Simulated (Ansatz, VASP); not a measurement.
## Ge2Cl in VASP and in Ansatz

```xyz
3
Lattice="0.0000 3.1087 3.1087 3.1087 0.0000 3.1087 3.1087 3.1087 0.0000" Properties=species:S:1:pos:R:3 pbc="T T T"
Ge    1.5544    1.5544    1.5544
Ge    4.6631    4.6631    4.6631
Cl    0.0000    0.0000    0.0000
```

Alike in both runs: task relaxation of cell and atoms; functional PBE; k mesh 6 × 6 × 6; occupations gaussian, width 0.1 eV; no spin polarisation.

|  | VASP | Ansatz |
| --- | --- | --- |
| version | VASP 6.6.1 | Ansatz 0.2.0 |
| potentials or method | VASP PAW PBE potentials, release 64 (Ge_d, Cl), cutoff 600 eV | scalar-relativistic, plane waves, PAW |
| valence electrons in the cell | 35 | 35 |

```tsv
	VASP	Ansatz	Ansatz less VASP
gap on the k mesh at the Fermi level, each at its own relaxed structure (eV)	none	none	-
relaxed volume (Å³/atom)	24.03	24.15	+0.121
relaxed cell length with the largest relative difference (Å)	4.671	4.679	+0.0079
```

A gap of «none» marks a metal or a gap that the smearing closes.

Noted on VASP's run: the volume moved by over 15 % at a fixed basis, so the end points are rough.
